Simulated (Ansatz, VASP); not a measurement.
AlAs in VASP and in Ansatz

INCAR

```
  PREC = Accurate
  ENCUT = 500
  EDIFF = 1E-6
  ISMEAR = 0
  SIGMA = 0.02
  LREAL = False
  LASPH = True
  NELM = 120
  ALGO = Normal
  ISIF = 2
  LWAVE = False
  LCHARG = False
  GGA = PS
  NBANDS = 11
  GGA_COMPAT = False
```

KPOINTS

```
Automatic mesh
0
Gamma
  4 4 4
```

The input POSCAR:

```
AlAs
1.0
    0.0000000000      2.8371986853      2.8371986853
    2.8371986853      0.0000000000      2.8371986853
    2.8371986853      2.8371986853      0.0000000000
Al As
1 1
Direct
    0.0000000000      0.0000000000      0.0000000000
    0.2500000000      0.2500000000      0.2500000000
```

Input for Ansatz:

```yaml
crystal:
  lattice:
    - [0.0, 2.8371986853, 2.8371986853]
    - [2.8371986853, 0.0, 2.8371986853]
    - [2.8371986853, 2.8371986853, 0.0]
  atoms:
    - { symbol: Al, position: [0.0, 0.0, 0.0] }
    - { symbol: As, position: [0.25, 0.25, 0.25] }
basis:
  ecutwfc: 420
kpoints:
  mp_grid: { grid: [4, 4, 4] }
hamiltonian:
  xc: pbesol
  pseudopotentials: { kind: paw, azcp: { folder: soft_1 } }
scf:
  occupations: { method: gaussian, width: 0.02 }
output:
  forces: true
  stress: true
  eigenvalues: true
```

Alike in both runs: task single point; functional PBEsol; k mesh 4 × 4 × 4; occupations gaussian, width 0.02 eV; no spin polarisation.

```csv
,VASP,Ansatz
version,VASP 6.6.1,Ansatz 0.2.0
potentials or method,"VASP PAW PBE potentials, release 64 (Al, As), cutoff 500 eV","scalar-relativistic, plane waves, PAW"
valence electrons in the cell,8,18
```

Ansatz gave:

```
gap on the k mesh at the Fermi level (eV) : 1.31
least direct gap on the mesh (eV)         : 1.90
pressure (GPa)                            : 0.3
```

Q: Which values does VASP return?

A: gap on the k mesh at the Fermi level (eV): 1.30; least direct gap on the mesh (eV): 1.91; pressure (GPa): 0.6.

VASP's potentials were made for PBE, not for PBEsol, and Ansatz warns of the same on its side. With one functional, cell and mesh, what is left measures potentials, basis and numerics. VASP's potentials hold 8 valence electrons a cell and Ansatz's 18, so a difference there can come from the potentials and not from the codes.

The k mesh is coarse, so the values compare programs but aren't converged.
